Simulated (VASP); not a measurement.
Input of a VASP 6.6.1 run:

INCAR

```
SYSTEM = Nb3C
ALGO = Normal ; EDIFF = 1E-6
EDIFFG = -0.01 ; ENCUT = 600
GGA = PE ; IBRION = 2
ISIF = 3 ; ISMEAR = 0
LASPH = .True. ; LCHARG = .False.
LREAL = .False. ; LWAVE = .False.
NELM = 60 ; NSW = 100
PREC = Accurate ; SIGMA = 0.1
```

File KPOINTS:

```
k-points
0
Gamma
  12 12 12
  0 0 0
```

File POSCAR:

```
Nb3C
1.0
    3.8837200958      0.0000000000      0.0000000000
    0.0000000000      3.8837200958      0.0000000000
    0.0000000000      0.0000000000      3.8837200958
Nb C
3 1
Direct
    0.0000000000      0.5000000000      0.5000000000
    0.5000000000      0.0000000000      0.5000000000
    0.5000000000      0.5000000000      0.0000000000
    0.0000000000      0.0000000000      0.0000000000
```

Potentials or basis: VASP PAW PBE potentials, release 64 (Nb_sv, C).

The run is started by

```bash
$ cat potpaw_PBE.64/Nb_sv/POTCAR potpaw_PBE.64/C/POTCAR > POTCAR
$ mpirun -np 1 vasp_std > vasp.out
```

**Question.** Predict the relaxed cell.

**Answer.** a = 3.875 Å, b = 3.875 Å, c = 3.875 Å, α = 90.00°, β = 90.00°, γ = 90.00°.

**Question.** What does it give for the space group after relaxing (to 0.05 Å)?

**Answer.** Pm-3m (No. 221).

Final structure:
```
Nb C
1.0
     3.87509    0.00000    0.00000
     0.00000    3.87509    0.00000
     0.00000    0.00000    3.87509
Nb C
3 1
Direct
  0.00000 0.50000 0.50000
  0.50000 0.00000 0.50000
  0.50000 0.50000 0.00000
  0.00000 0.00000 0.00000
```
